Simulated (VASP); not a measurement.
# CdTe (I-4m2) in VASP: relaxation of the atoms with PBE

Aim: the relaxation of the atoms of CdTe with PBE.

Program: VASP 6.6.1. These are calculated values, not measurements. Logs are shortened: lines on timing, memory, paths and dates and some standing lists are left out, and cuts for length are marked.

### 1 The cell of the first run

Symmetry: I-4m2, No. 119, tetragonal system. The conventional cell has a = 4.441 Å, b = 4.441 Å, c = 6.092 Å, α = 90.00°, β = 90.00°, γ = 90.00°. Cd (site symmetry -4m2) has 4 Te at 2.69 Å within 3.6 Å. Within 3.6 Å of Te (site symmetry -4m2) lie 4 Cd at 2.69 Å.

### 2 Relaxation of the atoms, PBE (z stretched by -3 %)

Input file INCAR:

```
SYSTEM = CdTe
PREC = Accurate
ENCUT = 520
EDIFF = 1E-6
ISMEAR = -1
SIGMA = 0.02
LREAL = .FALSE.
LASPH = .TRUE.
NELM = 100
ALGO = Normal
ISIF = 2
LWAVE = .FALSE.
LCHARG = .FALSE.
GGA = PE
IBRION = 2
NSW = 80
EDIFFG = -0.02
```

Input file KPOINTS:

```
regular mesh
0
G
  12 12 12
  0 0 0
```

Input file POSCAR:

```
CdTe
1.0
    0.0000000000      3.1400000000      3.0458000000
    3.1400000000      0.0000000000      3.0458000000
    3.1400000000      3.1400000000      0.0000000000
Cd Te
1 1
Direct
    0.0000000000      0.0000000000      0.0000000000
    0.2500000000      0.2500000000      0.2500000000
```

Potentials or basis: VASP PAW PBE potentials, release 64 (Cd, Te).

Command:

```
$ cat potpaw_PBE.64/Cd/POTCAR potpaw_PBE.64/Te/POTCAR > POTCAR
$ mpirun -np 1 vasp_std > vasp.out
```

OUTCAR:

```text
SYSTEM = CdTe
   PREC = Accurate
   ENCUT = 520
   EDIFF = 1E-6
   ISMEAR = -1
   LREAL = .FALSE.
   LASPH = .TRUE.
   NELM = 100
   ISIF = 2
   GGA = PE
   IBRION = 2
   NSW = 80
   EDIFFG = -0.02

 ion  position               nearest neighbor table
   1  0.000  0.000  0.000-   2 2.69   2 2.69   2 2.69   2 2.69
   2  0.250  0.250  0.250-   1 2.69   1 2.69   1 2.69   1 2.69

  LATTYP: Found a body centered tetragonal cell.
 ALAT       =     4.4406305859
 C/A-ratio  =     1.3717871555

  Lattice vectors:

 A1 = (   0.0000000000,  -3.1400000000,  -3.0458000000)
 A2 = (   0.0000000000,   3.1400000000,  -3.0458000000)
 A3 = (   3.1400000000,   0.0000000000,   3.0458000000)

Analysis of symmetry for initial positions (statically):
=====================================================================
 Subroutine PRICEL returns:
 Original cell was already a primitive cell.

 Routine SETGRP: Setting up the symmetry group for a
 body centered tetragonal supercell.

 Subroutine GETGRP returns: Found  8 space group operations
 (whereof  8 operations were pure point group operations)
 out of a pool of 16 trial point group operations.

The static configuration has the point symmetry D_2d.

Analysis of symmetry for dynamics (positions and initial velocities):
=====================================================================
 Subroutine PRICEL returns:
 Original cell was already a primitive cell.

 Routine SETGRP: Setting up the symmetry group for a
 body centered tetragonal supercell.

 Subroutine GETGRP returns: Found  8 space group operations
 (whereof  8 operations were pure point group operations)
 out of a pool of 16 trial point group operations.

The dynamic configuration has the point symmetry D_2d.

 Subroutine INISYM returns: Found  8 space group operations
 (whereof  8 operations are pure point group operations),
 and found     1 'primitive' translations

----------------------------------------------------------------------------------------

                                     Primitive cell

  volume of cell :      60.0607

  direct lattice vectors                    reciprocal lattice vectors
     0.000000000  3.140000000  3.045800000    -0.159235669  0.159235669  0.164160483
     3.140000000  0.000000000  3.045800000     0.159235669 -0.159235669  0.164160483
     3.140000000  3.140000000  0.000000000     0.159235669  0.159235669 -0.164160483

  length of vectors
     4.374528276  4.374528276  4.440630586     0.278676624  0.278676624  0.278676624

  position of ions in fractional coordinates (direct lattice)
     0.000000000  0.000000000  0.000000000
     0.250000000  0.250000000  0.250000000

  ion indices of the primitive-cell ions
   primitive index   ion index
                 1           1
                 2           2

----------------------------------------------------------------------------------------

 KPOINTS: regular mesh

Automatic generation of k-mesh.
 Grid dimensions read from file:
 generate k-points for:   12   12   12

 Generating k-lattice:

  Cartesian coordinates                     Fractional coordinates (reciprocal lattice)
    -0.013269639  0.013269639  0.013680040     0.083333333 -0.000000000  0.000000000
     0.013269639 -0.013269639  0.013680040    -0.000000000  0.083333333  0.000000000
     0.013269639  0.013269639 -0.013680040     0.000000000  0.000000000  0.083333333

  Length of vectors
     0.023223052  0.023223052  0.023223052

  Shift w.r.t. Gamma in fractional coordinates (k-lattice)
     0.000000000  0.000000000  0.000000000

 Subroutine IBZKPT returns following result:
 ===========================================

 Found    163 irreducible k-points:

 Following reciprocal coordinates:
            Coordinates               Weight
  0.000000  0.000000  0.000000      1.000000
  0.083333  0.000000  0.000000      8.000000
  0.166667  0.000000  0.000000      8.000000
  0.250000  0.000000  0.000000      8.000000
  0.333333 -0.000000  0.000000      8.000000
  0.416667  0.000000  0.000000      8.000000
[... 16 lines left out ...]
  0.500000  0.166667  0.000000      8.000000
 -0.416667  0.166667  0.000000      8.000000
 [... further k-points ...]
   k-points           NKPTS =    163   k-points in BZ     NKDIM =    163   number of bands    NBANDS=     13
   number of dos      NEDOS =    301   number of ions     NIONS =      2
   total plane-waves  NPLWV =  46656
   dimension x,y,z NGX =    36 NGY =   36 NGZ =   36
   dimension x,y,z NGXF=    72 NGYF=   72 NGZF=   72
   ions per type =               1   1
   NGX,Y,Z   is equivalent  to a cutoff of  13.68, 13.68, 13.48 a.u.
   NGXF,Y,Z  is equivalent  to a cutoff of  27.36, 27.36, 26.95 a.u.
 SYSTEM =  CdTe
   PREC   = accura    normal or accurate (medium, high low for compatibility)
   ISTART =      0    job   : 0-new  1-cont  2-samecut
   ICHARG =      2    charge: 1-file 2-atom 10-const
   ISPIN  =      1    spin polarized calculation?
   LNONCOLLINEAR =      F non collinear calculations
   LSORBIT =      F    spin-orbit coupling
   LASPH  =      T    aspherical Exc in radial PAW
   ENCUT  =  520.0 eV  38.22 Ry    6.18 a.u.   8.13  8.13  8.26*2*pi/ulx,y,z
   NELM   =    100;   NELMIN=  2; NELMDL= -5     # of ELM steps
   EDIFF  = 0.1E-05   stopping-criterion for ELM
   LREAL  =      F    real-space projection
   EDIFFG = -.2E-01   stopping-criterion for IOM
   NSW    =     80    number of steps for IOM
   IBRION =      2    ionic relax: 0-MD 1-quasi-New 2-CG
   NFREE  =      1    steps in history (QN), initial steepest desc. (CG)
   ISIF   =      2    stress and relaxation
   ISYM   =      2    0-nonsym 1-usesym 2-fastsym
   POTIM  = 0.5000    time-step for ionic-motion
   TEBEG  =    0.0;   TEEND  =   0.0 temperature during run
   PSTRESS=    0.0 pullay stress
   NELECT =      18.0000    total number of electrons
   NUPDOWN=      -1.0000    fix difference up-down
   EMIN   =  10.00;   EMAX   =-10.00  energy-range for DOS
   EFERMI =   0.00;   METHOD = LEGACY
   ISMEAR =    -1;   SIGMA  =   0.02  broadening in eV -4-tet -1-fermi 0-gaus
   EFERMI_NEDOS =   21; number of points for ismear=-14 and -15
   IALGO  =     38    algorithm
   IMIX   =      4    mixing-type and parameters
     AMIX     =   0.40;   BMIX     =  1.00
     AMIX_MAG =   1.60;   BMIX_MAG =  1.00
  volume/ion in A,a.u.               =      30.03       202.65
  Fermi-wavevector in a.u.,A,eV,Ry     =   1.095558  2.070305 16.330361  1.200248
  Thomas-Fermi vector in A             =   2.231884
   LORBIT       =      0    0 simple, 1 ext, 2 COOP (PROOUT), +10 PAW based schemes
   GGA     = PE    functional components
   LHFCALC =     F    Hartree Fock is set to
   AEXX    =    0.0000 exact exchange contribution
   IVDW    =     0    specifies the selected vdW correction
   LEPSILON=     F    determine dielectric tensor
   LRPA    =     F    only Hartree local field effects (RPA)
 conjugate gradient relaxation of ions
 non-spin polarized calculation
  energy-cutoff  :      520.00
  volume of cell :       60.06
 maximum number of plane-waves:      1631
 NGX is ok and might be reduce to    36
   NGX = 17   NGY = 17   NGZ = 17

 number of electron      18.0000001 magnetization

 Free energy of the ion-electron system (eV)
  ---------------------------------------------------
  ext. energy  EPLUGINS =         0.00000000
  ---------------------------------------------------
  free energy    TOTEN  =        -4.46597551 eV

  energy without entropy =       -4.46597551  energy(sigma->0) =       -4.46597551

 E-fermi :   3.9880     XC(G=0):  -9.1539

 val. band max:        3.6506856584   @ k =   0.0000   0.0000   0.0000
 cond. band min:       4.7421814237   @ k =   0.0000   0.0000   0.0000
 fundamental gap:      1.0914957652
 Fermi energy:         3.9879889318

 k-point     1 :       0.0000    0.0000    0.0000
  band No.  band energies     occupation
      1      -8.3941      2.00000
      2      -5.2274      2.00000
      3      -5.2274      2.00000
      4      -5.2196      2.00000
      5      -4.8658      2.00000
      6      -4.8548      2.00000
      7       3.5460      2.00000
      8       3.5460      2.00000
      9       3.6507      2.00000
     10       4.7422      0.00000
     11       8.0710      0.00000
     12       8.0710      0.00000
     13       8.0742      0.00000

 k-point     2 :       0.0833    0.0000    0.0000
  band No.  band energies     occupation
      1      -8.3592      2.00000
      2      -5.2202      2.00000
      3      -5.2161      2.00000
      4      -5.2022      2.00000
      5      -4.8664      2.00000
      6      -4.8559      2.00000
      7       2.8315      2.00000
      8       3.4573      2.00000
      9       3.5379      2.00000
     10       5.2830      0.00000
     11       8.0510      0.00000
     12       8.1896      0.00000
     13       8.2088      0.00000

 k-point     3 :       0.1667    0.0000    0.0000
  band No.  band energies     occupation
      1      -8.2629      2.00000
      2      -5.2015      2.00000
      3      -5.1960      2.00000
      4      -5.1316      2.00000
      5      -4.8666      2.00000
      6      -4.8581      2.00000
      7       1.6624      2.00000
      8       3.2357      2.00000
      9       3.3359      2.00000
     10       5.7358      0.00000
     11       8.3243      0.00000
     12       8.4516      0.00000
     13       8.5385      0.00000
[... 305 lines left out ...]
 k-point    23 :       0.5000    0.1667    0.0000
  band No.  band energies     occupation
      1      -7.8277      2.00000
      2      -5.1148      2.00000
      3      -5.1033      2.00000
      4      -4.8936      2.00000
      5      -4.8424      2.00000
      6      -4.3613      2.00000
      7      -1.3318      2.00000
      8       1.6399      2.00000
      9       2.1067      2.00000
     10       6.4292      0.00000
     11       8.2912      0.00000
     12       9.4689      0.00000
     13      10.2653      0.00000

 k-point    24 :      -0.4167    0.1667    0.0000
  band No.  band energies     occupation
      1      -7.8217      2.00000
      2      -5.1122      2.00000
      3      -5.1079      2.00000
      4      -4.8751      2.00000
      5      -4.8529      2.00000
      6      -4.3309      2.00000
      7      -1.4076      2.00000
      8       1.4816      2.00000
      9       2.2407      2.00000
     10       6.4610      0.00000
     11       8.3482      0.00000
     12       9.3027      0.00000
     13      10.9863      0.00000

 [... further k-points ...]
[... 5 lines left out ...]
  --------------------------------------------------------------------------------------
  -------------------------------------------------------------------------------------
  Total        3.9233908      3.9233908      3.9901063      0.0000000      0.0000000      0.0000000
  in kB      104.6601787    104.6601787    106.4398800      0.0000000      0.0000000      0.0000000
  external PRESSURE =     105.2534125 kB  Pullay stress =       0.0000000 kB

 VOLUME and BASIS-vectors are now :
 -----------------------------------------------------------------------------
  energy-cutoff  :      520.00
  volume of cell :       60.06
      direct lattice vectors                 reciprocal lattice vectors
     0.000000000  3.140000000  3.045800000    -0.159235669  0.159235669  0.164160483
     3.140000000  0.000000000  3.045800000     0.159235669 -0.159235669  0.164160483
     3.140000000  3.140000000  0.000000000     0.159235669  0.159235669 -0.164160483

 POSITION                                       TOTAL-FORCE (eV/Angst)
 -----------------------------------------------------------------------------------
      0.00000      0.00000      0.00000        -0.000000     -0.000000     -0.000000
      1.57000      1.57000      1.52290         0.000000      0.000000      0.000000
 -----------------------------------------------------------------------------------
    total drift:                               -0.000000     -0.000000      0.000000

  FREE ENERGIE OF THE ION-ELECTRON SYSTEM (eV)
  ---------------------------------------------------
  free  energy   TOTEN  =        -4.4659755144 eV

  energy  without entropy=       -4.4659755143  energy(sigma->0) =       -4.46597551

 reached required accuracy - stopping structural energy minimisation
```

Run time: 41 s. Hardware: 1 thread of Intel Xeon 6975P-C (Granite Rapids), shared host; peak memory 0.3 GiB.

What came out:

```yaml
Free_energy: -4.4660 eV
Pressure_after_relaxing: 10.5 GPa
Band_gap_on_the_k_mesh: 1.09 eV, direct
```

Final structure:
```
CELL_PARAMETERS angstrom
0.00000 3.14000 3.04580
3.14000 0.00000 3.04580
3.14000 3.14000 0.00000
ATOMIC_POSITIONS crystal
Cd 0.00000 0.00000 0.00000
Te 0.25000 0.25000 0.25000
```

Caveat: the cell differs from its parent crystal (z stretched by -3 %); the relaxation stopped at its first step, so nothing moved; spin-orbit coupling is left out, which moves the levels of the heavy elements.
